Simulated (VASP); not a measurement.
SiNi: single point with PBEsol

SiNi:

```
Ni Si
1.0
     2.87293    0.00000    0.00000
     0.00000    3.24888    0.00000
     0.00000    0.00000    4.61788
Ni Si
2 2
Cartesian
  1.4365 1.6244 1.5924
  0.0000 0.0000 3.0255
  1.4365 1.6244 3.8953
  0.0000 0.0000 0.7225
```

| Item | Value |
| --- | --- |
| Program | VASP 6.6.1 |
| Task | single point |
| Functional | PBEsol |
| Potentials or basis | VASP PAW PBE potentials, release 64 (Ni, Si) |
| Cutoff | 520 eV |
| k mesh | 9 × 8 × 6 |
| Occupations | fermi-dirac, width 0.05 eV |
| Spin | collinear spin, ferromagnetic start |
| Starting moments | [1.0, 1.0, 0.0, 0.0] μB |

```yaml
Pressure: 10.3 GPa
Largest_force: 0.016 eV/Å
Band_gap_on_the_k_mesh: zero (filled and empty bands overlap)
Net_moment: 0.00 μB per cell
Valence_electrons_inside_the_program's_atomic_spheres: Ni 9.70; Si 1.65
```

Forces in eV/Å, atoms in the order of the input:
```
Ni   0.000  0.000  0.016
Ni   0.000  0.000 -0.016
Si   0.000  0.000 -0.009
Si   0.000  0.000  0.009
```

Stress tensor (GPa, compression positive):
```
10.14  0.00  0.00
 0.00 10.22  0.00
 0.00  0.00 10.44
```

Levels at points of the mesh, in eV from the Fermi level:
Spin up:
```tsv
k point	band 11	band 12	band 13	band 14	band 15	band 16	band 17	band 18
(0.00, 0.00, 0.00)	-2.46	-2.13	-2.11	-1.56	1.56	2.72	5.35	5.94
(0.00, 0.50, 0.00)	-2.36	-2.36	-2.35	-2.35	1.20	1.20	5.37	5.37
(0.00, 0.00, 0.50)	-2.85	-2.18	1.08	1.48	1.94	2.40	3.25	3.76
(0.00, 0.50, 0.50)	-2.21	-2.21	-2.13	-2.13	5.27	5.27	5.80	5.80
```
Spin down:
| k point | band 11 | band 12 | band 13 | band 14 | band 15 | band 16 | band 17 | band 18 |
| --- | --- | --- | --- | --- | --- | --- | --- | --- |
| (0.00, 0.00, 0.00) | -2.46 | -2.13 | -2.11 | -1.56 | 1.56 | 2.72 | 5.35 | 5.94 |
| (0.00, 0.50, 0.00) | -2.36 | -2.36 | -2.35 | -2.35 | 1.20 | 1.20 | 5.37 | 5.37 |
| (0.00, 0.00, 0.50) | -2.85 | -2.18 | 1.08 | 1.48 | 1.94 | 2.40 | 3.25 | 3.76 |
| (0.00, 0.50, 0.50) | -2.21 | -2.21 | -2.13 | -2.13 | 5.27 | 5.27 | 5.80 | 5.80 |

Run time: 2 min on 1 thread of Intel(R) Xeon(R) Platinum 8259CL CPU @ 2.50GHz (Skylake/Cascade Lake), on a shared host, peak memory 0.28 GiB.

Caveat: the PAW data sets were made with another functional, which shifts forces and pressure a little.
